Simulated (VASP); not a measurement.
# Pb (P6_3/mmc) in VASP: a series of runs

Runs on Pb. Level: PBEsol. Tasks: single point.

All numbers are computed with VASP 6.6.1; they aren't measurements. Logs are shortened: lines on timing, memory, paths and dates and some standing lists are left out, and cuts for length are marked.

### Step 1. The cell of the first run

The structure is hexagonal, space group P6_3/mmc (No. 194). The conventional cell has a = 3.476 Å, b = 3.476 Å, c = 5.701 Å, α = 90.00°, β = 90.00°, γ = 120.00°. Within 4.6 Å of Pb (site symmetry -6m2) lie 12 Pb at 3.48 to 3.49 Å.

This isn't the form of Pb at room conditions, which is fcc.

### Step 2. Single point, PBEsol

File INCAR:

```
ALGO     = Normal         # electronic algorithm
EDIFF    = 1E-6           # SCF threshold, eV
ENCUT    = 520            # plane-wave cutoff, eV
GGA      = PS             # functional
ISIF     = 2              # what is computed and relaxed
ISMEAR   = -1             # smearing method
LASPH    = T              # aspherical terms in the spheres
LCHARG   = T              # write CHGCAR
LELF     = T              # ELF
LREAL    = F              # projectors in reciprocal space
LVHAR    = T            
LWAVE    = F              # write WAVECAR
NBANDS   = 21             # bands
NELM     = 60             # most SCF steps
PREC     = Accurate       # precision mode
SIGMA    = 0.1            # smearing width, eV
```

File KPOINTS:

```
k-points
0
Gamma
  10 10 6
```

File POSCAR:

```
Pb
1.0
    3.4762248784      0.0000000000      0.0000000000
   -1.7381124392      3.0104990539      0.0000000000
    0.0000000000      0.0000000000      5.7013880614
Pb
2
Direct
    0.3333333333      0.6666666667      0.2500000000
    0.6666666667      0.3333333333      0.7500000000
```

Potentials or basis: VASP PAW PBE potentials, release 64 (Pb_d).

Command:

```console
$ cat potpaw_PBE.64/Pb_d/POTCAR > POTCAR
$ mpirun -np 1 vasp_std > vasp.out
```

OUTCAR:

```text
EDIFF = 1E-6
   ENCUT = 520
   GGA = PS
   ISIF = 2
   ISMEAR = -1
   LASPH = T
   LREAL = F
   NELM = 60
   PREC = Accurate

 ion  position               nearest neighbor table
   1  0.333  0.667  0.250-   2 3.49   2 3.49   2 3.49   2 3.49   2 3.49   2 3.49
   2  0.667  0.333  0.750-   1 3.49   1 3.49   1 3.49   1 3.49   1 3.49   1 3.49

  LATTYP: Found a hexagonal cell.
 ALAT       =     3.4762248784
 C/A-ratio  =     1.6401091013

  Lattice vectors:

 A1 = (   3.4762248784,   0.0000000000,   0.0000000000)
 A2 = (  -1.7381124392,   3.0104990539,   0.0000000000)
 A3 = (   0.0000000000,   0.0000000000,   5.7013880614)

Analysis of symmetry for initial positions (statically):
=====================================================================
 Subroutine PRICEL returns:
 Original cell was already a primitive cell.

 Routine SETGRP: Setting up the symmetry group for a
 hexagonal supercell.

 Subroutine GETGRP returns: Found 24 space group operations
 (whereof 12 operations were pure point group operations)
 out of a pool of 24 trial point group operations.

The static configuration has the point symmetry D_3d.
 The point group associated with its full space group is D_6h.

Analysis of symmetry for dynamics (positions and initial velocities):
=====================================================================
 Subroutine PRICEL returns:
 Original cell was already a primitive cell.

 Routine SETGRP: Setting up the symmetry group for a
 hexagonal supercell.

 Subroutine GETGRP returns: Found 24 space group operations
 (whereof 12 operations were pure point group operations)
 out of a pool of 24 trial point group operations.

The dynamic configuration has the point symmetry D_3d.
 The point group associated with its full space group is D_6h.

 Subroutine INISYM returns: Found 24 space group operations
 (whereof 12 operations are pure point group operations),
 and found     1 'primitive' translations

----------------------------------------------------------------------------------------

                                     Primitive cell

  volume of cell :      59.6660

  direct lattice vectors                    reciprocal lattice vectors
     3.476224878  0.000000000  0.000000000     0.287668386  0.166085420  0.000000000
    -1.738112439  3.010499054  0.000000000     0.000000000  0.332170840  0.000000000
     0.000000000  0.000000000  5.701388061     0.000000000  0.000000000  0.175395884

  length of vectors
     3.476224878  3.476224878  5.701388061     0.332170840  0.332170840  0.175395884

  position of ions in fractional coordinates (direct lattice)
     0.333333333  0.666666667  0.250000000
     0.666666667  0.333333333  0.750000000

  ion indices of the primitive-cell ions
   primitive index   ion index
                 1           1
                 2           2

----------------------------------------------------------------------------------------

 KPOINTS: k-points

Automatic generation of k-mesh.
 Grid dimensions read from file:
 generate k-points for:   10   10    6

 Generating k-lattice:

  Cartesian coordinates                     Fractional coordinates (reciprocal lattice)
     0.028766839  0.016608542  0.000000000     0.100000000  0.000000000  0.000000000
     0.000000000  0.033217084  0.000000000     0.000000000  0.100000000  0.000000000
     0.000000000  0.000000000  0.029232647     0.000000000  0.000000000  0.166666667

  Length of vectors
     0.033217084  0.033217084  0.029232647

  Shift w.r.t. Gamma in fractional coordinates (k-lattice)
     0.000000000  0.000000000  0.000000000

 Subroutine IBZKPT returns following result:
 ===========================================

 Found     56 irreducible k-points:

 Following reciprocal coordinates:
            Coordinates               Weight
  0.000000  0.000000  0.000000      1.000000
  0.100000 -0.000000  0.000000      6.000000
  0.200000 -0.000000  0.000000      6.000000
  0.300000 -0.000000  0.000000      6.000000
  0.400000  0.000000  0.000000      6.000000
  0.500000 -0.000000  0.000000      3.000000
[... 16 lines left out ...]
  0.300000  0.100000  0.166667     24.000000
  0.400000  0.100000  0.166667     24.000000
 [... further k-points ...]
   k-points           NKPTS =     56   k-points in BZ     NKDIM =     56   number of bands    NBANDS=     21
   number of dos      NEDOS =    301   number of ions     NIONS =      2
   total plane-waves  NPLWV =  32928
   dimension x,y,z NGX =    28 NGY =   28 NGZ =   42
   dimension x,y,z NGXF=    56 NGYF=   56 NGZF=   84
   ions per type =               2
   NGX,Y,Z   is equivalent  to a cutoff of  13.39, 13.39, 12.25 a.u.
   NGXF,Y,Z  is equivalent  to a cutoff of  26.78, 26.78, 24.49 a.u.
 SYSTEM =  unknown system
   PREC   = accura    normal or accurate (medium, high low for compatibility)
   ISTART =      0    job   : 0-new  1-cont  2-samecut
   ICHARG =      2    charge: 1-file 2-atom 10-const
   ISPIN  =      1    spin polarized calculation?
   LNONCOLLINEAR =      F non collinear calculations
   LSORBIT =      F    spin-orbit coupling
   LASPH  =      T    aspherical Exc in radial PAW
   ENCUT  =  520.0 eV  38.22 Ry    6.18 a.u.   6.46  6.46 10.60*2*pi/ulx,y,z
   NELM   =     60;   NELMIN=  2; NELMDL= -5     # of ELM steps
   EDIFF  = 0.1E-05   stopping-criterion for ELM
   LREAL  =      F    real-space projection
   EDIFFG = 0.1E-04   stopping-criterion for IOM
   NSW    =      0    number of steps for IOM
   IBRION =     -1    ionic relax: 0-MD 1-quasi-New 2-CG
   NFREE  =      0    steps in history (QN), initial steepest desc. (CG)
   ISIF   =      2    stress and relaxation
   ISYM   =      2    0-nonsym 1-usesym 2-fastsym
   POTIM  = 0.5000    time-step for ionic-motion
   TEBEG  =    0.0;   TEEND  =   0.0 temperature during run
   PSTRESS=    0.0 pullay stress
   NELECT =      28.0000    total number of electrons
   NUPDOWN=      -1.0000    fix difference up-down
   EMIN   =  10.00;   EMAX   =-10.00  energy-range for DOS
   EFERMI =   0.00;   METHOD = LEGACY
   ISMEAR =    -1;   SIGMA  =   0.10  broadening in eV -4-tet -1-fermi 0-gaus
   EFERMI_NEDOS =   21; number of points for ismear=-14 and -15
   IALGO  =     38    algorithm
   IMIX   =      4    mixing-type and parameters
     AMIX     =   0.40;   BMIX     =  1.00
     AMIX_MAG =   1.60;   BMIX_MAG =  1.00
  volume/ion in A,a.u.               =      29.83       201.32
  Fermi-wavevector in a.u.,A,eV,Ry     =   1.272190  2.404090 22.020573  1.618466
  Thomas-Fermi vector in A             =   2.405082
   LORBIT       =      0    0 simple, 1 ext, 2 COOP (PROOUT), +10 PAW based schemes
   GGA     = PS    functional components
   LHFCALC =     F    Hartree Fock is set to
   AEXX    =    0.0000 exact exchange contribution
   IVDW    =     0    specifies the selected vdW correction
   LEPSILON=     F    determine dielectric tensor
   LRPA    =     F    only Hartree local field effects (RPA)
 non-spin polarized calculation
  energy-cutoff  :      520.00
  volume of cell :       59.67
 maximum number of plane-waves:      1641
 NGX is ok and might be reduce to    28
   NGX = 13   NGY = 13   NGZ = 21

 number of electron      27.9999999 magnetization

 Free energy of the ion-electron system (eV)
  ---------------------------------------------------
  ext. energy  EPLUGINS =         0.00000000
  ---------------------------------------------------
  free energy    TOTEN  =        -7.99083160 eV

  energy without entropy =       -7.94733485  energy(sigma->0) =       -7.96908322

 E-fermi :   7.2514     XC(G=0): -10.4220

 val. band max:        7.2270686716   @ k =   0.3000   0.3000   0.0000
 cond. band min:       7.2731058554   @ k =   0.4000   0.2000   0.5000
 fundamental gap:      0.0460371838
 Fermi energy:         7.2514202433

 k-point     1 :       0.0000    0.0000    0.0000
  band No.  band energies     occupation
      1      -9.7627      2.00000
      2      -9.7310      2.00000
      3      -9.7007      2.00000
      4      -9.7007      2.00000
      5      -9.6787      2.00000
      6      -9.6787      2.00000
[... 13 lines left out ...]
     20      16.4156      0.00000
     21      18.8109      0.00000

 k-point     2 :       0.1000   -0.0000    0.0000
  band No.  band energies     occupation
      1      -9.7583      2.00000
      2      -9.7309      2.00000
      3      -9.6879      2.00000
      4      -9.6756      2.00000
      5      -9.6723      2.00000
      6      -9.6545      2.00000
[... 13 lines left out ...]
     20      17.2828      0.00000
     21      17.9431      0.00000

 k-point     3 :       0.2000   -0.0000    0.0000
  band No.  band energies     occupation
      1      -9.7899      2.00000
      2      -9.7030      2.00000
      3      -9.6827      2.00000
      4      -9.6724      2.00000
      5      -9.6573      2.00000
      6      -9.6151      2.00000
[... 13 lines left out ...]
     20      16.9391      0.00000
     21      17.9814      0.00000

 k-point     4 :       0.3000   -0.0000    0.0000
  band No.  band energies     occupation
      1      -9.8332      2.00000
      2      -9.7206      2.00000
      3      -9.7157      2.00000
      4      -9.6830      2.00000
      5      -9.6367      2.00000
      6      -9.5560      2.00000
[... 13 lines left out ...]
     20      16.2596      0.00000
     21      17.7905      0.00000

 k-point     5 :       0.4000    0.0000    0.0000
  band No.  band energies     occupation
      1      -9.8671      2.00000
      2      -9.7631      2.00000
      3      -9.7331      2.00000
      4      -9.7025      2.00000
      5      -9.5967      2.00000
      6      -9.5867      2.00000
[... 13 lines left out ...]
     20      15.7708      0.00000
     21      17.5614      0.00000
[... 382 lines left out ...]
     20      16.6845      0.00000
     21      17.5154      0.00000

 k-point    22 :       0.2000    0.1000    0.1667
  band No.  band energies     occupation
      1      -9.7835      2.00000
      2      -9.7261      2.00000
      3      -9.7101      2.00000
      4      -9.6723      2.00000
      5      -9.6508      2.00000
      6      -9.5935      2.00000
[... 13 lines left out ...]
     20      16.2149      0.00000
     21      16.8646      0.00000

 k-point    23 :       0.3000    0.1000    0.1667
  band No.  band energies     occupation
      1      -9.8190      2.00000
      2      -9.7578      2.00000
      3      -9.7142      2.00000
      4      -9.6896      2.00000
      5      -9.6256      2.00000
      6      -9.5813      2.00000
[... 13 lines left out ...]
     20      15.4089      0.00000
     21      17.2754      0.00000

 k-point    24 :       0.4000    0.1000    0.1667
  band No.  band energies     occupation
      1      -9.8396      2.00000
      2      -9.7875      2.00000
      3      -9.7187      2.00000
      4      -9.6968      2.00000
      5      -9.6365      2.00000
      6      -9.5563      2.00000
[... 13 lines left out ...]
     20      15.0283      0.00000
     21      18.1915      0.00000

 [... further k-points ...]
[... 5 lines left out ...]
  --------------------------------------------------------------------------------------
  -------------------------------------------------------------------------------------
  Total       -0.0327656     -0.0327656     -0.0162786      0.0000000     -0.0000000      0.0000000
  in kB       -0.8798372     -0.8798372     -0.4371187      0.0000000     -0.0000000      0.0000000
  external PRESSURE =      -0.7322644 kB  Pullay stress =       0.0000000 kB

 VOLUME and BASIS-vectors are now :
 -----------------------------------------------------------------------------
  energy-cutoff  :      520.00
  volume of cell :       59.67
      direct lattice vectors                 reciprocal lattice vectors
     3.476224878  0.000000000  0.000000000     0.287668386  0.166085420  0.000000000
    -1.738112439  3.010499054  0.000000000     0.000000000  0.332170840  0.000000000
     0.000000000  0.000000000  5.701388061     0.000000000  0.000000000  0.175395884

 POSITION                                       TOTAL-FORCE (eV/Angst)
 -----------------------------------------------------------------------------------
     -0.00000      2.00700      1.42535        -0.000000      0.000000      0.000000
      1.73811      1.00350      4.27604         0.000000     -0.000000      0.000000
 -----------------------------------------------------------------------------------
    total drift:                               -0.000000      0.000000      0.000000

  FREE ENERGIE OF THE ION-ELECTRON SYSTEM (eV)
  ---------------------------------------------------
  free  energy   TOTEN  =        -7.9908315959 eV

  energy  without entropy=       -7.9473348466  energy(sigma->0) =       -7.96908322
```

Run time: 26 s. Hardware: 1 thread of Intel Xeon 6975P-C (Granite Rapids), shared host; peak memory 0.2 GiB.

Results:

| Item | Value |
| --- | --- |
| Free energy | -7.9908 eV |
| Pressure | -0.1 GPa |
| Band gap on the k mesh | zero (bands 14 and 15 overlap by 7.32 eV) |

Levels at points of the mesh, in eV from the Fermi level:
```
           k point  band 10  band 11  band 12  band 13  band 14  band 15  band 16  band 17  band 18  band 19
(0.00, 0.00, 0.00)   -16.70   -11.85    -8.16    -4.28     5.73     5.73     7.53     7.53     7.62     8.92
(0.50, 0.00, 0.00)   -16.66    -8.31    -7.11    -2.96    -1.53    -0.50     1.75     2.12     5.69     6.26
(0.00, 0.00, 0.50)   -16.77   -10.64   -10.64     0.74     0.74     6.58     6.58     6.58     6.58     9.35
(0.50, 0.00, 0.50)   -16.67    -7.51    -7.51    -3.74    -3.74     3.50     3.50     3.57     3.57     6.94
```

Caveat: the PAW data sets were made with another functional, which shifts forces and pressure a little; spin-orbit coupling is left out, which moves the levels of the heavy elements.

(Part 1 of 3 ends here.)

The gap in the log of VASP goes by the Fermi energy; the results here count the filled bands.